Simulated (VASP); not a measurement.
# B (R-3m) in VASP: notebook

Aim: see how the results for B move with the level of theory and the settings. Levels: PBE, PBEsol. Tasks: relaxation of cell and atoms.

Everything below comes from runs of VASP 6.6.1. Logs are shortened: lines on timing, memory, paths and dates and some standing lists are left out, and cuts for length are marked.

### Step 1. The cell of the first run

Symmetry: R-3m, No. 166, trigonal system. The conventional cell has a = 4.908 Å, b = 4.908 Å, c = 12.567 Å, α = 90.00°, β = 90.00°, γ = 120.00°. B (site symmetry m) has 6 B at 1.71 to 1.79 Å within 2.3 Å. B (site symmetry m) has 7 B at 1.78 to 2.02 Å within 2.4 Å.

### Step 2. Relaxation of cell and atoms, PBE

Contents of INCAR:

```
SYSTEM = B
  ALGO = Normal
  EDIFF = 1E-6
  EDIFFG = -0.01
  ENCUT = 600
  GGA = PE
  IBRION = 2
  ISIF = 3
  ISMEAR = -1
  LASPH = .TRUE.
  LCHARG = .FALSE.
  LREAL = .FALSE.
  LWAVE = .FALSE.
  NELM = 80
  NSW = 80
  PREC = Accurate
  SIGMA = 0.01
```

Contents of KPOINTS:

```
k-points
0
G
  7 7 7
  0 0 0
```

Contents of POSCAR:

```
B
1.0
    2.4540000000      1.4168175606      4.1890000000
   -2.4540000000      1.4168175606      4.1890000000
    0.0000000000     -2.8336351212      4.1890000000
B
12
Direct
    0.0104000000      0.6573000000      0.0104000000
    0.0104000000      0.0104000000      0.6573000000
    0.6573000000      0.0104000000      0.0104000000
    0.9896000000      0.3427000000      0.9896000000
    0.3427000000      0.9896000000      0.9896000000
    0.9896000000      0.9896000000      0.3427000000
    0.2206000000      0.6323000000      0.2206000000
    0.2206000000      0.2206000000      0.6323000000
    0.6323000000      0.2206000000      0.2206000000
    0.7794000000      0.3677000000      0.7794000000
    0.3677000000      0.7794000000      0.7794000000
    0.7794000000      0.7794000000      0.3677000000
```

Potentials or basis: VASP PAW PBE potentials, release 64 (B).

The run is started by

```sh
cat potpaw_PBE.64/B/POTCAR > POTCAR
mpirun -np 1 vasp_std > vasp.out
```

OUTCAR:

```text
SYSTEM = B
   EDIFF = 1E-6
   EDIFFG = -0.01
   ENCUT = 600
   GGA = PE
   IBRION = 2
   ISIF = 3
   ISMEAR = -1
   LASPH = .TRUE.
   LREAL = .FALSE.
   NELM = 80
   NSW = 80
   PREC = Accurate

 ion  position               nearest neighbor table
   1  0.010  0.657  0.010-   4 1.71   3 1.73   2 1.73   7 1.79  12 1.79  11 1.79
   2  0.010  0.010  0.657-   6 1.71   3 1.73   1 1.73   8 1.79  10 1.79  11 1.79
   3  0.657  0.010  0.010-   5 1.71   1 1.73   2 1.73   9 1.79  12 1.79  10 1.79
   4  0.990  0.343  0.990-   1 1.71   5 1.73   6 1.73  10 1.79   8 1.79   9 1.79
   5  0.343  0.990  0.990-   3 1.71   4 1.73   6 1.73  11 1.79   8 1.79   7 1.79
   6  0.990  0.990  0.343-   2 1.71   4 1.73   5 1.73  12 1.79   9 1.79   7 1.79
   7  0.221  0.632  0.221-  12 1.78  11 1.78   1 1.79   6 1.79   5 1.79   9 2.02   8 2.02
   8  0.221  0.221  0.632-  10 1.78  11 1.78   2 1.79   4 1.79   5 1.79   7 2.02   9 2.02
   9  0.632  0.221  0.221-  12 1.78  10 1.78   3 1.79   6 1.79   4 1.79   7 2.02   8 2.02
  10  0.779  0.368  0.779-   8 1.78   9 1.78   4 1.79   2 1.79   3 1.79  11 2.02  12 2.02
  11  0.368  0.779  0.779-   8 1.78   7 1.78   5 1.79   2 1.79   1 1.79  10 2.02  12 2.02
  12  0.779  0.779  0.368-   7 1.78   9 1.78   6 1.79   3 1.79   1 1.79  10 2.02  11 2.02

  LATTYP: Found a trigonal (rhomboedric) cell.
 ALAT       =     5.0573915213
 COS(alpha) =     0.5291029604

  Lattice vectors:

 A1 = (   2.4540000000,   1.4168175606,   4.1890000000)
 A2 = (  -2.4540000000,   1.4168175606,   4.1890000000)
 A3 = (   0.0000000000,  -2.8336351212,   4.1890000000)

Analysis of symmetry for initial positions (statically):
=====================================================================
 Subroutine PRICEL returns:
 Original cell was already a primitive cell.

 Routine SETGRP: Setting up the symmetry group for a
 trigonal (rhombohedral) supercell.

 Subroutine GETGRP returns: Found 12 space group operations
 (whereof 12 operations were pure point group operations)
 out of a pool of 12 trial point group operations.

The static configuration has the point symmetry D_3d.

Analysis of symmetry for dynamics (positions and initial velocities):
=====================================================================
 Subroutine PRICEL returns:
 Original cell was already a primitive cell.

 Routine SETGRP: Setting up the symmetry group for a
 trigonal (rhombohedral) supercell.

 Subroutine GETGRP returns: Found 12 space group operations
 (whereof 12 operations were pure point group operations)
 out of a pool of 12 trial point group operations.

The dynamic configuration has the point symmetry D_3d.

 Subroutine INISYM returns: Found 12 space group operations
 (whereof 12 operations are pure point group operations),
 and found     1 'primitive' translations

----------------------------------------------------------------------------------------

                                     Primitive cell

  volume of cell :      87.3877

  direct lattice vectors                    reciprocal lattice vectors
     2.454000000  1.416817561  4.189000000     0.203748981  0.117634529  0.079573486
    -2.454000000  1.416817561  4.189000000    -0.203748981  0.117634529  0.079573486
     0.000000000 -2.833635121  4.189000000     0.000000000 -0.235269058  0.079573486

  length of vectors
     5.057391521  5.057391521  5.057391521     0.248361570  0.248361570  0.248361570

  position of ions in fractional coordinates (direct lattice)
     0.010400000  0.657300000  0.010400000
     0.010400000  0.010400000  0.657300000
     0.657300000  0.010400000  0.010400000
     0.989600000  0.342700000  0.989600000
     0.342700000  0.989600000  0.989600000
     0.989600000  0.989600000  0.342700000
     0.220600000  0.632300000  0.220600000
     0.220600000  0.220600000  0.632300000
     0.632300000  0.220600000  0.220600000
     0.779400000  0.367700000  0.779400000
     0.367700000  0.779400000  0.779400000
     0.779400000  0.779400000  0.367700000

  ion indices of the primitive-cell ions
   primitive index   ion index
                 1           1
                 2           2
                 3           3
                 4           4
                 5           5
                 6           6
                 7           7
                 8           8
                 9           9
                10          10
                11          11
                12          12

----------------------------------------------------------------------------------------

 KPOINTS: k-points

Automatic generation of k-mesh.
 Grid dimensions read from file:
 generate k-points for:    7    7    7

 Generating k-lattice:

  Cartesian coordinates                     Fractional coordinates (reciprocal lattice)
     0.029106997  0.016804933  0.011367641     0.142857143  0.000000000  0.000000000
    -0.029106997  0.016804933  0.011367641     0.000000000  0.142857143  0.000000000
     0.000000000 -0.033609865  0.011367641     0.000000000  0.000000000  0.142857143

  Length of vectors
     0.035480224  0.035480224  0.035480224

  Shift w.r.t. Gamma in fractional coordinates (k-lattice)
     0.000000000  0.000000000  0.000000000

 Subroutine IBZKPT returns following result:
 ===========================================

 Found     44 irreducible k-points:

 Following reciprocal coordinates:
            Coordinates               Weight
  0.000000  0.000000  0.000000      1.000000
  0.142857  0.000000 -0.000000      6.000000
  0.285714  0.000000 -0.000000      6.000000
  0.428571  0.000000  0.000000      6.000000
  0.142857  0.142857 -0.000000      6.000000
  0.285714  0.142857  0.000000     12.000000
[... 16 lines left out ...]
  0.285714  0.285714  0.142857      6.000000
  0.428571  0.285714  0.142857     12.000000
 [... further k-points ...]
   k-points           NKPTS =     44   k-points in BZ     NKDIM =     44   number of bands    NBANDS=     25
   number of dos      NEDOS =    301   number of ions     NIONS =     12
   total plane-waves  NPLWV =  64000
   dimension x,y,z NGX =    40 NGY =   40 NGZ =   40
   dimension x,y,z NGXF=    80 NGYF=   80 NGZF=   80
   ions per type =              12
   NGX,Y,Z   is equivalent  to a cutoff of  13.15, 13.15, 13.15 a.u.
   NGXF,Y,Z  is equivalent  to a cutoff of  26.30, 26.30, 26.30 a.u.
 SYSTEM =  B
   PREC   = accura    normal or accurate (medium, high low for compatibility)
   ISTART =      0    job   : 0-new  1-cont  2-samecut
   ICHARG =      2    charge: 1-file 2-atom 10-const
   ISPIN  =      1    spin polarized calculation?
   LNONCOLLINEAR =      F non collinear calculations
   LSORBIT =      F    spin-orbit coupling
   LASPH  =      T    aspherical Exc in radial PAW
   ENCUT  =  600.0 eV  44.10 Ry    6.64 a.u.  10.10 10.10 10.10*2*pi/ulx,y,z
   NELM   =     80;   NELMIN=  2; NELMDL= -5     # of ELM steps
   EDIFF  = 0.1E-05   stopping-criterion for ELM
   LREAL  =      F    real-space projection
   EDIFFG = -.1E-01   stopping-criterion for IOM
   NSW    =     80    number of steps for IOM
   IBRION =      2    ionic relax: 0-MD 1-quasi-New 2-CG
   NFREE  =      1    steps in history (QN), initial steepest desc. (CG)
   ISIF   =      3    stress and relaxation
   ISYM   =      2    0-nonsym 1-usesym 2-fastsym
   POTIM  = 0.5000    time-step for ionic-motion
   TEBEG  =    0.0;   TEEND  =   0.0 temperature during run
   PSTRESS=    0.0 pullay stress
   NELECT =      36.0000    total number of electrons
   NUPDOWN=      -1.0000    fix difference up-down
   EMIN   =  10.00;   EMAX   =-10.00  energy-range for DOS
   EFERMI =   0.00;   METHOD = LEGACY
   ISMEAR =    -1;   SIGMA  =   0.01  broadening in eV -4-tet -1-fermi 0-gaus
   EFERMI_NEDOS =   21; number of points for ismear=-14 and -15
   IALGO  =     38    algorithm
   IMIX   =      4    mixing-type and parameters
     AMIX     =   0.40;   BMIX     =  1.00
     AMIX_MAG =   1.60;   BMIX_MAG =  1.00
  volume/ion in A,a.u.               =       7.28        49.14
  Fermi-wavevector in a.u.,A,eV,Ry     =   1.218126  2.301925 20.188754  1.483832
  Thomas-Fermi vector in A             =   2.353423
   LORBIT       =      0    0 simple, 1 ext, 2 COOP (PROOUT), +10 PAW based schemes
   GGA     = PE    functional components
   LHFCALC =     F    Hartree Fock is set to
   AEXX    =    0.0000 exact exchange contribution
   IVDW    =     0    specifies the selected vdW correction
   LEPSILON=     F    determine dielectric tensor
   LRPA    =     F    only Hartree local field effects (RPA)
 conjugate gradient relaxation of ions
 non-spin polarized calculation
  energy-cutoff  :      600.00
  volume of cell :       87.39
 maximum number of plane-waves:      2941
   NGX = 21   NGY = 21   NGZ = 21

--------------------------------------- Ionic step        1  -------------------------------------------

 number of electron      36.0000000 magnetization

 Free energy of the ion-electron system (eV)
  ---------------------------------------------------
  ext. energy  EPLUGINS =         0.00000000
  ---------------------------------------------------
  free energy    TOTEN  =       -80.41976785 eV

  energy without entropy =      -80.41976785  energy(sigma->0) =      -80.41976785

------------------------ aborting loop because EDIFF is reached ----------------------------------------

  FORCE on cell =-STRESS in cart. coord.  units (eV):
  Direction    XX          YY          ZZ          XY          YZ          ZX
  --------------------------------------------------------------------------------------
  -------------------------------------------------------------------------------------
  Total        0.1189924      0.1189924     -0.6976676      0.0000000     -0.0000000     -0.0000000
  in kB        2.1816230      2.1816230    -12.7911339      0.0000000     -0.0000000     -0.0000000
  external PRESSURE =      -2.8092960 kB  Pullay stress =       0.0000000 kB
[... 307 lines left out ...]
  energy  without entropy=      -80.4694737543  energy(sigma->0) =      -80.46947375

--------------------------------------- Ionic step        8  -------------------------------------------

 number of electron      36.0000000 magnetization

 Free energy of the ion-electron system (eV)
  ---------------------------------------------------
  ext. energy  EPLUGINS =         0.00000000
  ---------------------------------------------------
  free energy    TOTEN  =       -80.46948856 eV

  energy without entropy =      -80.46948856  energy(sigma->0) =      -80.46948856

 E-fermi :   6.1371     XC(G=0): -11.5568

 val. band max:        5.8950985148   @ k =   0.4286   0.4286   0.4286
 cond. band min:       7.3541676255   @ k =  -0.2857   0.2857   0.2857
 fundamental gap:      1.4590691107
 Fermi energy:         6.1370972105

 k-point     1 :       0.0000    0.0000    0.0000
  band No.  band energies     occupation
      1     -10.2660      2.00000
      2      -4.5276      2.00000
      3      -4.2751      2.00000
      4      -4.2751      2.00000
      5      -3.2131      2.00000
      6      -2.5659      2.00000
[... 661 lines left out ...]
     24      11.8466      0.00000
     25      12.3532      0.00000

 [... further k-points ...]

------------------------ aborting loop because EDIFF is reached ----------------------------------------

  FORCE on cell =-STRESS in cart. coord.  units (eV):
  Direction    XX          YY          ZZ          XY          YZ          ZX
  --------------------------------------------------------------------------------------
  -------------------------------------------------------------------------------------
  Total       -0.0095940     -0.0095940      0.0216679      0.0000000      0.0000000      0.0000000
  in kB       -0.1768651     -0.1768651      0.3994499      0.0000000      0.0000000      0.0000000
  external PRESSURE =       0.0152399 kB  Pullay stress =       0.0000000 kB
[... 27 lines left out ...]
  FREE ENERGIE OF THE ION-ELECTRON SYSTEM (eV)
  ---------------------------------------------------
  free  energy   TOTEN  =       -80.4694885614 eV

  energy  without entropy=      -80.4694885614  energy(sigma->0) =      -80.46948856

 reached required accuracy - stopping structural energy minimisation
```

Wall time 6.6 min (1 thread of Intel Xeon Platinum 8488C (Sapphire Rapids), shared host); peak memory 0.27 GiB.

What came out:

* Free energy: -80.4695 eV
* Relaxed volume: 7.24 Å³/atom
* Relaxed cell: a = 5.049 Å, b = 5.049 Å, c = 5.049 Å, α = 58.05°, β = 58.05°, γ = 58.05°
* Space group after relaxing (to 0.05 Å): R-3m (No. 166)
* Energy gained by relaxing: 4.1 meV/atom
* Ionic steps: 8
* Pressure after relaxing: 0.0 GPa
* Largest force after relaxing: 0.008 eV/Å
* Band gap on the k mesh: 1.46 eV, indirect (least direct gap 1.84 eV)

Forces in eV/Å, atoms in the order of the input:
```
B   -0.006  0.004  0.003
B    0.000 -0.007  0.003
B    0.006  0.004  0.003
B    0.006 -0.004 -0.003
B   -0.006 -0.004 -0.003
B    0.000  0.007 -0.003
B   -0.001  0.000  0.001
B    0.000 -0.001  0.001
B    0.001  0.000  0.001
B    0.001  0.000 -0.001
B   -0.001  0.000 -0.001
B    0.000  0.001 -0.001
```

Step by step:
| step | energy change (eV) | largest force (eV/Å) | pressure (GPa) | volume (Å³) |
| --- | --- | --- | --- | --- |
| 1 | 0.0000 | 0.8648 | -0.28 | 87.39 |
| 2 | 0.0592 | 1.4333 | -1.30 | 87.23 |
| 3 | -0.0472 | 0.0790 | -0.94 | 87.32 |
| 4 | -0.0494 | 0.0472 | 0.26 | 86.84 |
| 5 | -0.0495 | 0.0283 | 0.01 | 86.94 |
| 6 | -0.0497 | 0.0107 | -0.02 | 86.92 |
| 7 | -0.0497 | 0.0109 | -0.02 | 86.92 |
| 8 | -0.0497 | 0.0079 | 0.00 | 86.91 |

Final structure:
```
B
1.0
     2.44934    1.41413    4.18192
    -2.44934    1.41413    4.18192
     0.00000   -2.82826    4.18192
B
12
Cartesian
  -1.5766 0.9102 2.8210
  0.0000 -1.8205 2.8210
  1.5766 0.9102 2.8210
  1.5766 -0.9102 9.7247
  -1.5766 -0.9102 9.7247
  0.0000 1.8205 9.7247
  -1.0028 0.5790 4.4859
  0.0000 -1.1579 4.4859
  1.0028 0.5790 4.4859
  1.0028 -0.5790 8.0599
  -1.0028 -0.5790 8.0599
  0.0000 1.1579 8.0599
```

A k mesh can miss the band edges. As with any semilocal functional, this PBE gap is likely too small.

[end of part 1 of 2]
